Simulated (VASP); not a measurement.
Runs of VASP 6.6.1 on MgS. The structure is that of space group Fm-3m (No. 225), or close to it. The cells are those of the table. 

```csv
task,cell,cutoff (eV),gap on the mesh (eV),pressure (GPa)
single point,"a = 3.493 Å, angles 60.0, 60.0, 90.0°, 2 atoms",520,3.01,14.9
relaxation of cell and atoms,"relaxed to -2 GPa from a = 3.664 Å, angles 60.0, 60.0, 90.0°, 2 atoms",600,2.68,-2.0
single point,"a = 3.634 Å, angles 60.0, 60.0, 90.0°, 2 atoms",520,2.78,1.8
single point,"a = 3.540 Å, angles 60.0, 60.0, 90.0°, 2 atoms",520,(a),(b)
```

Alike in all rows: level PBEsol; potentials or basis VASP PAW PBE potentials, release 64 (Mg, S); no spin polarisation; k mesh 8 × 8 × 8; smearing gaussian 0.01 eV.

Q: Fill in the values left out.

A: (a) 2.94; (b) 9.8.

Caveats: the PAW data sets were made with another functional, which shifts forces and pressure a little; the cell is relaxed towards a set pressure, so the enthalpy falls and the energy may rise (some runs).

A k mesh can miss the band edges.
